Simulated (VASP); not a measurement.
# CeMn (Fm-3m) in VASP: single point with PBE

Aim: the single point of CeMn with PBE.

Everything below comes from runs of VASP 6.6.1. Logs are shortened: lines on timing, memory, paths and dates and some standing lists are left out, and cuts for length are marked.

## Step 1: The cell of the first run

The structure is cubic, space group Fm-3m (No. 225). The conventional cell has a = 5.476 Å, b = 5.476 Å, c = 5.476 Å, α = 90.00°, β = 90.00°, γ = 90.00°. Ce (site symmetry m-3m) has 6 Mn at 2.74 Å within 3.6 Å. Mn (site symmetry m-3m) has 6 Ce at 2.74 Å within 3.6 Å.

## Step 2: Single point, PBE

The input, POSCAR:

```
CeMn
1.0
    0.0000000000      2.7378290000      2.7378290000
    2.7378290000      0.0000000000      2.7378290000
    2.7378290000      2.7378290000      0.0000000000
Ce Mn
1 1
Direct
    0.0000000000      0.0000000000      0.0000000000
    0.5000000000      0.5000000000      0.5000000000
```

The input, INCAR.step1:

```
SYSTEM = CeMn
PREC = Accurate ; ENCUT = 400
EDIFF = 1E-6 ; ISMEAR = -1
SIGMA = 0.1 ; LREAL = .False.
LASPH = .True. ; NELM = 200
ALGO = Normal ; ISIF = 2
LWAVE = .False. ; LCHARG = .True.
LMAXMIX = 6 ; GGA = PE
NBANDS = 20 ; GGA_COMPAT = .False.
NEDOS = 2001 ; LORBIT = 11
```

The input, KPOINTS.step1:

```
Automatic mesh
0
Gamma
  7 7 7
  0 0 0
```

The input, INCAR.step2:

```
SYSTEM = CeMn
PREC = Accurate ; ENCUT = 400
EDIFF = 1E-6 ; ISMEAR = -5
SIGMA = 0.1 ; LREAL = .False.
LASPH = .True. ; NELM = 200
ALGO = Normal ; ISIF = 2
LWAVE = .False. ; LCHARG = .False.
LMAXMIX = 6 ; GGA = PE
LORBIT = 11 ; NBANDS = 20
NEDOS = 1001 ; ICHARG = 11
GGA_COMPAT = .False.
```

The input, KPOINTS.step2:

```
Automatic mesh
0
Gamma
  11 11 11
  0 0 0
```

Potentials or basis: VASP PAW PBE potentials, release 64 (Ce, Mn_pv).

The run is started by

```sh
cat potpaw_PBE.64/Ce/POTCAR potpaw_PBE.64/Mn_pv/POTCAR > POTCAR
cp INCAR.step1 INCAR
cp KPOINTS.step1 KPOINTS
mpirun -np 1 vasp_std > vasp.out
cp INCAR.step2 INCAR
cp KPOINTS.step2 KPOINTS
mpirun -np 1 vasp_std > vasp.out
```

OUTCAR:

```text
SYSTEM = CeMn
   PREC = Accurate
   ENCUT = 400
   EDIFF = 1E-6
   ISMEAR = -5
   LREAL = .False.
   LASPH = .True.
   NELM = 200
   ISIF = 2
   GGA = PE
   LORBIT = 11
   ICHARG = 11

 ion  position               nearest neighbor table
   1  0.000  0.000  0.000-   2 2.74   2 2.74   2 2.74   2 2.74   2 2.74   2 2.74
   2  0.500  0.500  0.500-   1 2.74   1 2.74   1 2.74   1 2.74   1 2.74   1 2.74

  LATTYP: Found a face centered cubic cell.
 ALAT       =     5.4756580000

  Lattice vectors:

 A1 = (   0.0000000000,   2.7378290000,   2.7378290000)
 A2 = (   2.7378290000,   0.0000000000,   2.7378290000)
 A3 = (   2.7378290000,   2.7378290000,   0.0000000000)

Analysis of symmetry for initial positions (statically):
=====================================================================
 Subroutine PRICEL returns:
 Original cell was already a primitive cell.

 Routine SETGRP: Setting up the symmetry group for a
 face centered cubic supercell.

 Subroutine GETGRP returns: Found 48 space group operations
 (whereof 48 operations were pure point group operations)
 out of a pool of 48 trial point group operations.

The static configuration has the point symmetry O_h .

Analysis of symmetry for dynamics (positions and initial velocities):
=====================================================================
 Subroutine PRICEL returns:
 Original cell was already a primitive cell.

 Routine SETGRP: Setting up the symmetry group for a
 face centered cubic supercell.

 Subroutine GETGRP returns: Found 48 space group operations
 (whereof 48 operations were pure point group operations)
 out of a pool of 48 trial point group operations.

The dynamic configuration has the point symmetry O_h .

 Subroutine INISYM returns: Found 48 space group operations
 (whereof 48 operations are pure point group operations),
 and found     1 'primitive' translations

----------------------------------------------------------------------------------------

                                     Primitive cell

  volume of cell :      41.0439

  direct lattice vectors                    reciprocal lattice vectors
     0.000000000  2.737829000  2.737829000    -0.182626453  0.182626453  0.182626453
     2.737829000  0.000000000  2.737829000     0.182626453 -0.182626453  0.182626453
     2.737829000  2.737829000  0.000000000     0.182626453  0.182626453 -0.182626453

  length of vectors
     3.871874903  3.871874903  3.871874903     0.316318296  0.316318296  0.316318296

  position of ions in fractional coordinates (direct lattice)
     0.000000000  0.000000000  0.000000000
     0.500000000  0.500000000  0.500000000

  ion indices of the primitive-cell ions
   primitive index   ion index
                 1           1
                 2           2

----------------------------------------------------------------------------------------

 KPOINTS: Automatic mesh

Automatic generation of k-mesh.
 Grid dimensions read from file:
 generate k-points for:   11   11   11

 Generating k-lattice:

  Cartesian coordinates                     Fractional coordinates (reciprocal lattice)
    -0.016602405  0.016602405  0.016602405     0.090909091  0.000000000  0.000000000
     0.016602405 -0.016602405  0.016602405     0.000000000  0.090909091  0.000000000
     0.016602405  0.016602405 -0.016602405     0.000000000  0.000000000  0.090909091

  Length of vectors
     0.028756209  0.028756209  0.028756209

  Shift w.r.t. Gamma in fractional coordinates (k-lattice)
     0.000000000  0.000000000  0.000000000

 TETIRR: Found    201 inequivalent tetrahedra from     7986

 Subroutine IBZKPT returns following result:
 ===========================================

 Found     56 irreducible k-points:

 Following reciprocal coordinates:
            Coordinates               Weight
  0.000000  0.000000  0.000000      1.000000
  0.090909  0.000000  0.000000      8.000000
  0.181818  0.000000  0.000000      8.000000
  0.272727  0.000000  0.000000      8.000000
  0.363636  0.000000  0.000000      8.000000
  0.454545  0.000000  0.000000      8.000000
[... 16 lines left out ...]
 -0.272727  0.181818  0.000000     24.000000
 -0.181818  0.181818  0.000000     12.000000
 [... further k-points ...]
   k-points           NKPTS =     56   k-points in BZ     NKDIM =     56   number of bands    NBANDS=     20
   number of dos      NEDOS =   1001   number of ions     NIONS =      2
   total plane-waves  NPLWV =  21952
   dimension x,y,z NGX =    28 NGY =   28 NGZ =   28
   dimension x,y,z NGXF=    56 NGYF=   56 NGZF=   56
   ions per type =               1   1
   NGX,Y,Z   is equivalent  to a cutoff of  12.02, 12.02, 12.02 a.u.
   NGXF,Y,Z  is equivalent  to a cutoff of  24.04, 24.04, 24.04 a.u.
 SYSTEM =  CeMn
   PREC   = accura    normal or accurate (medium, high low for compatibility)
   ISTART =      0    job   : 0-new  1-cont  2-samecut
   ICHARG =     11    charge: 1-file 2-atom 10-const
   ISPIN  =      1    spin polarized calculation?
   LNONCOLLINEAR =      F non collinear calculations
   LSORBIT =      F    spin-orbit coupling
   LASPH  =      T    aspherical Exc in radial PAW
   ENCUT  =  400.0 eV  29.40 Ry    5.42 a.u.   6.31  6.31  6.31*2*pi/ulx,y,z
   NELM   =    200;   NELMIN=  2; NELMDL=  0     # of ELM steps
   EDIFF  = 0.1E-05   stopping-criterion for ELM
   LREAL  =      F    real-space projection
   EDIFFG = 0.1E-04   stopping-criterion for IOM
   NSW    =      0    number of steps for IOM
   IBRION =     -1    ionic relax: 0-MD 1-quasi-New 2-CG
   NFREE  =      0    steps in history (QN), initial steepest desc. (CG)
   ISIF   =      2    stress and relaxation
   ISYM   =      2    0-nonsym 1-usesym 2-fastsym
   POTIM  = 0.5000    time-step for ionic-motion
   TEBEG  =    0.0;   TEEND  =   0.0 temperature during run
   PSTRESS=    0.0 pullay stress
   NELECT =      25.0000    total number of electrons
   NUPDOWN=      -1.0000    fix difference up-down
   EMIN   =  10.00;   EMAX   =-10.00  energy-range for DOS
   EFERMI =   0.00;   METHOD = LEGACY
   ISMEAR =    -5;   SIGMA  =   0.10  broadening in eV -4-tet -1-fermi 0-gaus
   EFERMI_NEDOS =   21; number of points for ismear=-14 and -15
   IALGO  =     38    algorithm
   IMIX   =      4    mixing-type and parameters
     AMIX     =   0.40;   BMIX     =  1.00
     AMIX_MAG =   1.60;   BMIX_MAG =  1.00
  volume/ion in A,a.u.               =      20.52       138.49
  Fermi-wavevector in a.u.,A,eV,Ry     =   1.387731  2.622431 26.202050  1.925796
  Thomas-Fermi vector in A             =   2.511924
   LORBIT       =     11    0 simple, 1 ext, 2 COOP (PROOUT), +10 PAW based schemes
   GGA     = PE    functional components
   LHFCALC =     F    Hartree Fock is set to
   AEXX    =    0.0000 exact exchange contribution
   IVDW    =     0    specifies the selected vdW correction
   LEPSILON=     F    determine dielectric tensor
   LRPA    =     F    only Hartree local field effects (RPA)
 non-spin polarized calculation
 Fermi weights with tetrahedron method with Bloechl corrections
  energy-cutoff  :      400.00
  volume of cell :       41.04
 maximum number of plane-waves:       757
 NGX is ok and might be reduce to    28

 number of electron      24.9999989 magnetization

 Free energy of the ion-electron system (eV)
  ---------------------------------------------------
  ext. energy  EPLUGINS =         0.00000000
  ---------------------------------------------------
  free energy    TOTEN  =       -13.53557022 eV

  energy without entropy =      -13.53557022  energy(sigma->0) =      -13.53557022

 E-fermi :   8.0288     XC(G=0): -11.5211

 val. band max:        8.1048269841   @ k =  -0.3636   0.3636   0.1818
 cond. band min:       8.0433759114   @ k =   0.4545   0.3636   0.0909
 fundamental gap:     -0.0614510726
 Fermi energy:         8.0288152483

 k-point     1 :       0.0000    0.0000    0.0000
  band No.  band energies     occupation
      1     -38.9548      2.00000
      2     -38.9548      2.00000
      3     -38.9548      2.00000
      4     -25.7403      2.00000
      5      -8.1516      2.00000
      6      -8.1516      2.00000
[... 12 lines left out ...]
     19       9.3503      0.00000
     20       9.3503      0.00000

 k-point     2 :       0.0909    0.0000    0.0000
  band No.  band energies     occupation
      1     -38.9558      2.00000
      2     -38.9551      2.00000
      3     -38.9551      2.00000
      4     -25.7307      2.00000
      5      -8.2448      2.00000
      6      -8.1693      2.00000
[... 12 lines left out ...]
     19       9.3603      0.00000
     20       9.3603      0.00000

 k-point     3 :       0.1818    0.0000    0.0000
  band No.  band energies     occupation
      1     -38.9579      2.00000
      2     -38.9552      2.00000
      3     -38.9552      2.00000
      4     -25.7035      2.00000
      5      -8.4849      2.00000
      6      -8.2163      2.00000
[... 12 lines left out ...]
     19       9.3932      0.00000
     20       9.3932      0.00000

 k-point     4 :       0.2727    0.0000    0.0000
  band No.  band energies     occupation
      1     -38.9607      2.00000
      2     -38.9557      2.00000
      3     -38.9557      2.00000
      4     -25.6683      2.00000
      5      -8.7805      2.00000
      6      -8.2768      2.00000
[... 429 lines left out ...]
 k-point    23 :      -0.2727    0.1818    0.0000
  band No.  band energies     occupation
      1     -38.9617      2.00000
      2     -38.9573      2.00000
      3     -38.9557      2.00000
      4     -25.6297      2.00000
      5      -8.9323      2.00000
      6      -8.4841      2.00000
[... 12 lines left out ...]
     19       9.5472      0.00000
     20       9.5692      0.00000

 k-point    24 :      -0.1818    0.1818    0.0000
  band No.  band energies     occupation
      1     -38.9604      2.00000
      2     -38.9568      2.00000
      3     -38.9555      2.00000
      4     -25.6583      2.00000
      5      -8.7718      2.00000
      6      -8.3864      2.00000
[... 12 lines left out ...]
     19       9.4613      0.00000
     20       9.4871      0.00000

 [... further k-points ...]

------------------------ aborting loop because EDIFF is reached ----------------------------------------

  FORCE on cell =-STRESS in cart. coord.  units (eV):
  Direction    XX          YY          ZZ          XY          YZ          ZX
  --------------------------------------------------------------------------------------
  -------------------------------------------------------------------------------------
  Total       -1.1783027     -1.1783027     -1.1783027      0.0000000     -0.0000000      0.0000000
  in kB      -45.9958357    -45.9958357    -45.9958357      0.0000000     -0.0000000      0.0000000
  external PRESSURE =     -45.9958357 kB  Pullay stress =       0.0000000 kB

 VOLUME and BASIS-vectors are now :
 -----------------------------------------------------------------------------
  energy-cutoff  :      400.00
  volume of cell :       41.04
      direct lattice vectors                 reciprocal lattice vectors
     0.000000000  2.737829000  2.737829000    -0.182626453  0.182626453  0.182626453
     2.737829000  0.000000000  2.737829000     0.182626453 -0.182626453  0.182626453
     2.737829000  2.737829000  0.000000000     0.182626453  0.182626453 -0.182626453

 POSITION                                       TOTAL-FORCE (eV/Angst)
 -----------------------------------------------------------------------------------
      0.00000      0.00000      0.00000        -0.000000     -0.000000     -0.000000
      2.73783      2.73783      2.73783         0.000000      0.000000      0.000000
 -----------------------------------------------------------------------------------
    total drift:                                0.000000      0.000000      0.000000

  FREE ENERGIE OF THE ION-ELECTRON SYSTEM (eV)
  ---------------------------------------------------
  free  energy   TOTEN  =       -13.5355702170 eV

  energy  without entropy=      -13.5355702170  energy(sigma->0) =      -13.53557022

 total charge

# of ion       s       p       d       f       tot
--------------------------------------------------
    1        2.078   5.580   1.263   0.998   9.919
    2        0.398   6.101   5.395   0.000  11.894
--------------------------------------------------
tot          2.476  11.681   6.657   0.998  21.812
```

Wall time 67 s (1 thread of Intel Xeon 8259CL, shared host); peak memory 0.18 GiB.

What came out:

```
Valence electrons inside the program's atomic spheres : Ce 9.92; Mn 11.89
```

Levels at points of the mesh, in eV from the Fermi level:
| k point | band 11 | band 12 | band 13 | band 14 | band 15 | band 16 |
| --- | --- | --- | --- | --- | --- | --- |
| (0.00, 0.00, 0.00) | -1.54 | -1.54 | -1.54 | 0.75 | 0.91 | 0.91 |

Caveat: spin-orbit coupling is left out, which moves the levels of the heavy elements; the run has no spin polarisation, though such a crystal can be magnetic; semilocal functionals describe open f shells poorly, which spoils levels, moments and volumes; tetrahedron occupations give inexact forces and stress in metals. Spin polarisation is off, so any magnetic state and its effect on volume and gap are missing.
